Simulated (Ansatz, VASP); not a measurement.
# Two plane-wave programs on Ni2SbTe

File INCAR:

```
SYSTEM = Ni2SbTe
PREC = Accurate ; ENCUT = 520
EDIFF = 1E-6 ; ISMEAR = 0
SIGMA = 0.05 ; LREAL = .False.
LASPH = .True. ; NELM = 100
ALGO = Normal ; ISIF = 2
LWAVE = .False. ; LCHARG = .False.
GGA = PE ; NBANDS = 24
```

File KPOINTS:

```
Automatic mesh
0
Gamma
  9 9 6
  0 0 0
```

File POSCAR:

```
Ni2SbTe
1.0
    3.9656228857      0.0000000000      0.0000000000
   -1.9828114428      3.4343301608      0.0000000000
    0.0000000000      0.0000000000      5.2034824400
Ni Sb Te
2 1 1
Direct
    0.0000000000      0.0000000000      0.7468176000
    0.0000000000      0.0000000000      0.2531824000
    0.6666666700      0.3333333300      0.5000000000
    0.3333333300      0.6666666700      0.0000000000
```

Input for Ansatz:

```yaml
crystal:
  lattice:
    - [3.9656228857, 0.0, 0.0]
    - [-1.9828114428, 3.4343301608, 0.0]
    - [0.0, 0.0, 5.20348244]
  atoms:
    - { symbol: Ni, position: [0.0, 0.0, 0.7468176] }
    - { symbol: Ni, position: [0.0, 0.0, 0.2531824] }
    - { symbol: Sb, position: [0.66666667, 0.33333333, 0.5] }
    - { symbol: Te, position: [0.33333333, 0.66666667, 0.0] }
basis:
  ecutwfc: 420
  fft_grid_basis: typed
kpoints:
  mp_grid: { grid: [9, 9, 6] }
hamiltonian:
  xc: pbe
  pseudopotentials: { kind: paw }
scf:
  occupations: { method: gaussian, width: 0.05 }
output:
  forces: true
  stress: true
  eigenvalues: true
  bader: true
  write_density: true
  volumetric_format: npy
  elf: true
```

Alike in both runs: task single point; functional PBE; k mesh 9 × 9 × 6; occupations gaussian, width 0.05 eV; no spin polarisation.

|  | VASP | Ansatz |
| --- | --- | --- |
| version | VASP 6.6.1 | Ansatz 0.2.0 |
| potentials or method | VASP PAW PBE potentials, release 64 (Ni, Sb, Te), cutoff 520 eV | scalar-relativistic, plane waves, PAW |
| valence electrons in the cell | 31 | 67 |

Ansatz gave:

| Quantity | Value |
| --- | --- |
| gap on the k mesh at the Fermi level (eV) | none |
| pressure (GPa) | 2.8 |
| traceless stress, the component that is largest in VASP (GPa) | -0.52 |
| rms of the force components (eV/Å) | 0.021 |

Question: Which values does VASP return?

Answer: gap on the k mesh at the Fermi level (eV): none; pressure (GPa): 2.5; traceless stress, the component that is largest in VASP (GPa): -0.50; rms of the force components (eV/Å): 0.021.

Atom by atom the forces differ by 0.000 eV/Å (rms over components). A gap of «none» marks a metal or a gap that the smearing closes. VASP's potentials hold 31 valence electrons a cell and Ansatz's 67, so a difference there can come from the potentials and not from the codes.

Neither program's run includes spin-orbit coupling.
